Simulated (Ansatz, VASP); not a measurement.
# Sb in VASP and in Ansatz

```
CELL_PARAMETERS angstrom
3.13327 0.00000 0.00000
0.00000 3.13327 0.00000
0.00000 0.00000 3.13327
ATOMIC_POSITIONS crystal
Sb 0.00000 0.00000 0.00000
```

Alike in both runs: task single point; functional PBEsol; k mesh 14 × 14 × 14; occupations gaussian, width 0.1 eV; no spin polarisation.

|  | VASP | Ansatz |
| --- | --- | --- |
| version | VASP 6.6.1 | Ansatz 0.2.0 |
| potentials or method | VASP PAW PBE potentials, release 64 (Sb), cutoff 520 eV | scalar-relativistic, plane waves, PAW |
| valence electrons in the cell | 5 | 15 |

|  | VASP | Ansatz | Ansatz less VASP |
| --- | --- | --- | --- |
| gap on the k mesh at the Fermi level (eV) | none | none | - |
| pressure (GPa) | -3.6 | -3.6 | -0.05 |

VASP's potentials were made for PBE, not for PBEsol. A gap of «none» marks a metal or a gap that the smearing closes. VASP's potentials hold 5 valence electrons a cell and Ansatz's 15, so a difference there can come from the potentials and not from the codes.

Neither program's run includes spin-orbit coupling.
